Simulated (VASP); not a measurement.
# In6As (P-3m1) in VASP: single point with PBE

Aim: the single point of In6As with PBE.

Everything below comes from runs of VASP 6.6.1. Logs are shortened: lines on timing, memory, paths and dates and some standing lists are left out, and cuts for length are marked.

### Step 1. The cell of the first run

The structure is trigonal, space group P-3m1 (No. 164). The conventional cell has a = 6.062 Å, b = 6.062 Å, c = 5.995 Å, α = 90.00°, β = 90.00°, γ = 120.00°. Within 4.7 Å of In (site symmetry 3m) lie 12 In at 3.47 to 3.50 Å and 6 As at 4.60 to 4.61 Å. Within 4.0 Å of In (site symmetry 2/m) lie 8 In at 3.03 to 3.48 Å and 2 As at 3.03 Å. Within 3.9 Å of In (site symmetry -3m) lie 2 As at 3.00 Å and 6 In at 3.50 Å. Within 3.9 Å of As (site symmetry -3m) lie 8 In at 3.00 to 3.03 Å.

The cell was built from a structure type or drawn by symmetry, and may not be a known phase.

### Step 2. Single point, PBE

Contents of INCAR:

```
SYSTEM = In6As
PREC = Accurate
ENCUT = 520
EDIFF = 1E-6
ISMEAR = 0
SIGMA = 0.2
LREAL = .FALSE.
LASPH = .TRUE.
NELM = 100
ALGO = Fast
ISIF = 2
LWAVE = .FALSE.
LCHARG = .FALSE.
GGA = PE
NBANDS = 50
```

Contents of KPOINTS:

```
Automatic mesh
0
G
  3 3 3
  0 0 0
```

Contents of POSCAR:

```
In6As
1.0
    6.0615170056      0.0000000000      0.0000000000
   -3.0307585028      5.2494277123      0.0000000000
    0.0000000000      0.0000000000      5.9950790615
In As
6 1
Direct
    0.3333333333      0.6666666667     -0.0008962612
    0.6666666667      0.3333333333      1.0008962612
    0.5000000000      0.0000000000      0.5000000000
    0.0000000000      0.5000000000      0.5000000000
    0.5000000000      0.5000000000      0.5000000000
    0.0000000000      0.0000000000      0.0000000000
    0.0000000000      0.0000000000      0.5000000000
```

Potentials or basis: VASP PAW PBE potentials, release 64 (In_d, As).

Started as:

```
$ cat potpaw_PBE.64/In_d/POTCAR potpaw_PBE.64/As/POTCAR > POTCAR
$ mpirun -np 1 vasp_std > vasp.out
```

OUTCAR:

```text
SYSTEM = In6As
   PREC = Accurate
   ENCUT = 520
   EDIFF = 1E-6
   ISMEAR = 0
   LREAL = .FALSE.
   LASPH = .TRUE.
   NELM = 100
   ISIF = 2
   GGA = PE

 ion  position               nearest neighbor table
   1  0.333  0.667  0.999-   3 3.47   4 3.47   5 3.47   3 3.48   4 3.48   5 3.48   6 3.50   6 3.50
                             6 3.50   2 3.50   2 3.50   2 3.50
   2  0.667  0.333  0.001-   3 3.47   4 3.47   5 3.47   3 3.48   4 3.48   5 3.48   6 3.50   6 3.50
                             6 3.50   1 3.50   1 3.50   1 3.50
   3  0.500  0.000  0.500-   4 3.03   5 3.03   5 3.03   4 3.03   7 3.03   7 3.03   1 3.47   2 3.47
                             1 3.48   2 3.48
   4  0.000  0.500  0.500-   3 3.03   7 3.03   7 3.03   3 3.03   5 3.03   5 3.03   1 3.47   2 3.47
                             1 3.48   2 3.48
   5  0.500  0.500  0.500-   3 3.03   7 3.03   3 3.03   7 3.03   4 3.03   4 3.03   1 3.47   2 3.47
                             1 3.48   2 3.48
   6  0.000  0.000  0.000-   7 3.00   7 3.00   1 3.50   2 3.50   1 3.50   2 3.50   2 3.50   1 3.50

   7  0.000  0.000  0.500-   6 3.00   6 3.00   4 3.03   5 3.03   4 3.03   5 3.03   3 3.03   3 3.03

  LATTYP: Found a hexagonal cell.
 ALAT       =     6.0615170056
 C/A-ratio  =     0.9890393867

  Lattice vectors:

 A1 = (   6.0615170056,   0.0000000000,   0.0000000000)
 A2 = (  -3.0307585028,   5.2494277123,   0.0000000000)
 A3 = (   0.0000000000,   0.0000000000,   5.9950790615)

Analysis of symmetry for initial positions (statically):
=====================================================================
 Subroutine PRICEL returns:
 Original cell was already a primitive cell.

 Routine SETGRP: Setting up the symmetry group for a
 hexagonal supercell.

 Subroutine GETGRP returns: Found 12 space group operations
 (whereof 12 operations were pure point group operations)
 out of a pool of 24 trial point group operations.

The static configuration has the point symmetry D_3d.

Analysis of symmetry for dynamics (positions and initial velocities):
=====================================================================
 Subroutine PRICEL returns:
 Original cell was already a primitive cell.

 Routine SETGRP: Setting up the symmetry group for a
 hexagonal supercell.

 Subroutine GETGRP returns: Found 12 space group operations
 (whereof 12 operations were pure point group operations)
 out of a pool of 24 trial point group operations.

The dynamic configuration has the point symmetry D_3d.

 Subroutine INISYM returns: Found 12 space group operations
 (whereof 12 operations are pure point group operations),
 and found     1 'primitive' translations

----------------------------------------------------------------------------------------

                                     Primitive cell

  volume of cell :     190.7604

  direct lattice vectors                    reciprocal lattice vectors
     6.061517006  0.000000000  0.000000000     0.164975203  0.095248478  0.000000000
    -3.030758503  5.249427712  0.000000000     0.000000000  0.190496956  0.000000000
     0.000000000  0.000000000  5.995079062     0.000000000  0.000000000  0.166803472

  length of vectors
     6.061517006  6.061517006  5.995079062     0.190496956  0.190496956  0.166803472

  position of ions in fractional coordinates (direct lattice)
     0.333333333  0.666666667  0.999103739
     0.666666667  0.333333333  0.000896261
     0.500000000  0.000000000  0.500000000
     0.000000000  0.500000000  0.500000000
     0.500000000  0.500000000  0.500000000
     0.000000000  0.000000000  0.000000000
     0.000000000  0.000000000  0.500000000

  ion indices of the primitive-cell ions
   primitive index   ion index
                 1           1
                 2           2
                 3           3
                 4           4
                 5           5
                 6           6
                 7           7

----------------------------------------------------------------------------------------

 KPOINTS: Automatic mesh

Automatic generation of k-mesh.
 Grid dimensions read from file:
 generate k-points for:    3    3    3

 Generating k-lattice:

  Cartesian coordinates                     Fractional coordinates (reciprocal lattice)
     0.054991734  0.031749493  0.000000000     0.333333333  0.000000000  0.000000000
     0.000000000  0.063498985  0.000000000     0.000000000  0.333333333  0.000000000
     0.000000000  0.000000000  0.055601157     0.000000000  0.000000000  0.333333333

  Length of vectors
     0.063498985  0.063498985  0.055601157

  Shift w.r.t. Gamma in fractional coordinates (k-lattice)
     0.000000000  0.000000000  0.000000000

 Subroutine IBZKPT returns following result:
 ===========================================

 Found      7 irreducible k-points:

 Following reciprocal coordinates:
            Coordinates               Weight
  0.000000  0.000000  0.000000      1.000000
  0.333333  0.000000  0.000000      6.000000
  0.333333  0.333333  0.000000      2.000000
  0.000000  0.000000  0.333333      2.000000
  0.333333  0.000000  0.333333      6.000000
  0.000000  0.333333  0.333333      6.000000
  0.333333  0.333333  0.333333      4.000000
   k-points           NKPTS =      7   k-points in BZ     NKDIM =      7   number of bands    NBANDS=     50
   number of dos      NEDOS =    301   number of ions     NIONS =      7
   total plane-waves  NPLWV = 110592
   dimension x,y,z NGX =    48 NGY =   48 NGZ =   48
   dimension x,y,z NGXF=    96 NGYF=   96 NGZF=   96
   ions per type =               6   1
   NGX,Y,Z   is equivalent  to a cutoff of  13.16, 13.16, 13.31 a.u.
   NGXF,Y,Z  is equivalent  to a cutoff of  26.33, 26.33, 26.62 a.u.
 SYSTEM =  In6As
   PREC   = accura    normal or accurate (medium, high low for compatibility)
   ISTART =      0    job   : 0-new  1-cont  2-samecut
   ICHARG =      2    charge: 1-file 2-atom 10-const
   ISPIN  =      1    spin polarized calculation?
   LNONCOLLINEAR =      F non collinear calculations
   LSORBIT =      F    spin-orbit coupling
   LASPH  =      T    aspherical Exc in radial PAW
   ENCUT  =  520.0 eV  38.22 Ry    6.18 a.u.  11.27 11.27 11.15*2*pi/ulx,y,z
   NELM   =    100;   NELMIN=  2; NELMDL= -5     # of ELM steps
   EDIFF  = 0.1E-05   stopping-criterion for ELM
   LREAL  =      F    real-space projection
   EDIFFG = 0.1E-04   stopping-criterion for IOM
   NSW    =      0    number of steps for IOM
   IBRION =     -1    ionic relax: 0-MD 1-quasi-New 2-CG
   NFREE  =      0    steps in history (QN), initial steepest desc. (CG)
   ISIF   =      2    stress and relaxation
   ISYM   =      2    0-nonsym 1-usesym 2-fastsym
   POTIM  = 0.5000    time-step for ionic-motion
   TEBEG  =    0.0;   TEEND  =   0.0 temperature during run
   PSTRESS=    0.0 pullay stress
   NELECT =      83.0000    total number of electrons
   NUPDOWN=      -1.0000    fix difference up-down
   EMIN   =  10.00;   EMAX   =-10.00  energy-range for DOS
   EFERMI =   0.00;   METHOD = LEGACY
   ISMEAR =     0;   SIGMA  =   0.20  broadening in eV -4-tet -1-fermi 0-gaus
   EFERMI_NEDOS =   21; number of points for ismear=-14 and -15
   IALGO  =     68    algorithm
   IMIX   =      4    mixing-type and parameters
     AMIX     =   0.40;   BMIX     =  1.00
     AMIX_MAG =   1.60;   BMIX_MAG =  1.00
  volume/ion in A,a.u.               =      27.25       183.90
  Fermi-wavevector in a.u.,A,eV,Ry     =   1.240523  2.344248 20.937967  1.538897
  Thomas-Fermi vector in A             =   2.374960
   LORBIT       =      0    0 simple, 1 ext, 2 COOP (PROOUT), +10 PAW based schemes
   GGA     = PE    functional components
   LHFCALC =     F    Hartree Fock is set to
   AEXX    =    0.0000 exact exchange contribution
   IVDW    =     0    specifies the selected vdW correction
   LEPSILON=     F    determine dielectric tensor
   LRPA    =     F    only Hartree local field effects (RPA)
 non-spin polarized calculation
 RMM-DIIS sequential band-by-band and
 Gauss-broadening in eV      SIGMA  =   0.20
  energy-cutoff  :      520.00
  volume of cell :      190.76
 maximum number of plane-waves:      5188
 NGX is ok and might be reduce to    48
   NGX = 23   NGY = 23   NGZ = 23

 number of electron      83.0000008 magnetization

 Free energy of the ion-electron system (eV)
  ---------------------------------------------------
  ext. energy  EPLUGINS =         0.00000000
  ---------------------------------------------------
  free energy    TOTEN  =       -19.81547201 eV

  energy without entropy =      -19.76570477  energy(sigma->0) =      -19.79058839

 E-fermi :   6.4295     XC(G=0):  -9.8833

 val. band max:        6.4077999167   @ k =   0.0000   0.0000   0.3333
 cond. band min:       6.4512479844   @ k =   0.3333   0.0000   0.0000
 fundamental gap:      0.0434480678
 Fermi energy:         6.4294783608

 k-point     1 :       0.0000    0.0000    0.0000
  band No.  band energies     occupation
      1      -8.5199      2.00000
      2      -8.3587      2.00000
      3      -8.3587      2.00000
      4      -8.2840      2.00000
      5      -8.2554      2.00000
      6      -8.2235      2.00000
[... 42 lines left out ...]
     49       8.8953      0.00000
     50      11.0842      0.00000

 k-point     2 :       0.3333    0.0000    0.0000
  band No.  band energies     occupation
      1      -8.4107      2.00000
      2      -8.3097      2.00000
      3      -8.2482      2.00000
      4      -8.2453      2.00000
      5      -8.2447      2.00000
      6      -8.2324      2.00000
[... 42 lines left out ...]
     49      10.1827      0.00000
     50      11.0856      0.00000

 k-point     3 :       0.3333    0.3333    0.0000
  band No.  band energies     occupation
      1      -8.2728      2.00000
      2      -8.2728      2.00000
      3      -8.2705      2.00000
      4      -8.2494      2.00000
      5      -8.2290      2.00000
      6      -8.2242      2.00000
[... 42 lines left out ...]
     49      10.1217      0.00000
     50      11.0879      0.00000

 k-point     4 :       0.0000    0.0000    0.3333
  band No.  band energies     occupation
      1      -8.5098      2.00000
      2      -8.3610      2.00000
      3      -8.3551      2.00000
      4      -8.3551      2.00000
      5      -8.2610      2.00000
      6      -8.2405      2.00000
[... 42 lines left out ...]
     49      11.3806      0.00000
     50      11.4193      0.00000

 k-point     5 :       0.3333    0.0000    0.3333
  band No.  band energies     occupation
      1      -8.4026      2.00000
      2      -8.3237      2.00000
      3      -8.2974      2.00000
      4      -8.2580      2.00000
      5      -8.2563      2.00000
      6      -8.2429      2.00000
[... 42 lines left out ...]
     49       9.9679      0.00000
     50      10.2437      0.00000

 k-point     6 :       0.0000    0.3333    0.3333
  band No.  band energies     occupation
      1      -8.4026      2.00000
      2      -8.3235      2.00000
      3      -8.2974      2.00000
      4      -8.2581      2.00000
      5      -8.2565      2.00000
      6      -8.2429      2.00000
[... 42 lines left out ...]
     49       9.9606      0.00000
     50      10.2485      0.00000

 k-point     7 :       0.3333    0.3333    0.3333
  band No.  band energies     occupation
      1      -8.2912      2.00000
      2      -8.2912      2.00000
      3      -8.2728      2.00000
      4      -8.2577      2.00000
      5      -8.2459      2.00000
      6      -8.2444      2.00000
[... 42 lines left out ...]
     49      10.5347      0.00000
     50      11.3886      0.00000

------------------------ aborting loop because EDIFF is reached ----------------------------------------

  FORCE on cell =-STRESS in cart. coord.  units (eV):
  Direction    XX          YY          ZZ          XY          YZ          ZX
  --------------------------------------------------------------------------------------
  -------------------------------------------------------------------------------------
  Total        0.3915875      0.3915875      0.3853178     -0.0000000      0.0000000      0.0000000
  in kB        3.2889038      3.2889038      3.2362457     -0.0000000      0.0000000      0.0000000
  external PRESSURE =       3.2713511 kB  Pullay stress =       0.0000000 kB

 VOLUME and BASIS-vectors are now :
 -----------------------------------------------------------------------------
  energy-cutoff  :      520.00
  volume of cell :      190.76
      direct lattice vectors                 reciprocal lattice vectors
     6.061517006  0.000000000  0.000000000     0.164975203  0.095248478  0.000000000
    -3.030758503  5.249427712  0.000000000     0.000000000  0.190496956  0.000000000
     0.000000000  0.000000000  5.995079062     0.000000000  0.000000000  0.166803472

 POSITION                                       TOTAL-FORCE (eV/Angst)
 -----------------------------------------------------------------------------------
     -0.00000      3.49962      5.98971        -0.000000      0.000000      0.011375
      3.03076      1.74981      0.00537         0.000000      0.000000     -0.011375
      3.03076      0.00000      2.99754        -0.000000      0.000000      0.000000
     -1.51538      2.62471      2.99754        -0.000000      0.000000      0.000000
      1.51538      2.62471      2.99754        -0.000000      0.000000      0.000000
      0.00000      0.00000      0.00000        -0.000000      0.000000      0.000000
      0.00000      0.00000      2.99754        -0.000000      0.000000      0.000000
 -----------------------------------------------------------------------------------
    total drift:                               -0.000000      0.000000      0.000000

  FREE ENERGIE OF THE ION-ELECTRON SYSTEM (eV)
  ---------------------------------------------------
  free  energy   TOTEN  =       -19.8154720071 eV

  energy  without entropy=      -19.7657047700  energy(sigma->0) =      -19.79058839
```

It took 53 s on 1 thread of Intel Xeon 6975P-C (Granite Rapids), shared host; peak memory 0.34 GiB.

Results:

* Free energy: -19.8155 eV
* Pressure: 0.3 GPa
* Largest force: 0.011 eV/Å
* Band gap on the k mesh: zero (an odd number of electrons rules out a gap without spin polarisation)

Forces on the atoms (eV/Å):
```
In   0.000  0.000  0.011
In   0.000  0.000 -0.011
In   0.000  0.000  0.000
In   0.000  0.000  0.000
In   0.000  0.000  0.000
In   0.000  0.000  0.000
As   0.000  0.000  0.000
```

Levels at points of the mesh, in eV from the Fermi level:
| k point | band 40 | band 41 | band 42 | band 43 | band 44 | band 45 |
| --- | --- | --- | --- | --- | --- | --- |
| (0.00, 0.00, 0.00) | -1.71 | -0.88 | -0.58 | 0.63 | 0.63 | 1.17 |

Caveat: the k points lie up to 0.40 Å⁻¹ apart, too coarse for converged energies and pressures of a metal; spin-orbit coupling is left out, which moves the levels of the heavy elements.
